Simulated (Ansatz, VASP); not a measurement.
## One calculation of ZnS, two programs

```
CELL_PARAMETERS angstrom
0.00000 2.73170 2.70465
2.73170 0.00000 2.70465
2.73170 2.73170 0.00000
ATOMIC_POSITIONS crystal
Zn 0.00000 0.00000 0.00000
S 0.75000 0.75000 0.75000
```

Change from the starting cell: equal xx and yy strain of +1 %.

Alike in both runs: task single point; functional PBE; k mesh 8 × 8 × 8; occupations fermi-dirac, width 0.01 eV; no spin polarisation.

```csv
,VASP,Ansatz
version,VASP 6.6.1,Ansatz 0.2.0
potentials or method,"VASP PAW PBE potentials, release 64 (Zn, S), cutoff 520 eV","all-electron LAPW, scalar-relativistic"
```

```tsv
	VASP	Ansatz	Ansatz less VASP
gap on the k mesh at the Fermi level (eV)	1.99	1.99	-0.001
pressure (GPa)	0.1	-0.1	-0.14
traceless stress, the component that is largest in VASP (GPa)	0.27	0.27	+0.002
```

Ansatz ran all-electron here, and VASP with PAW potentials.
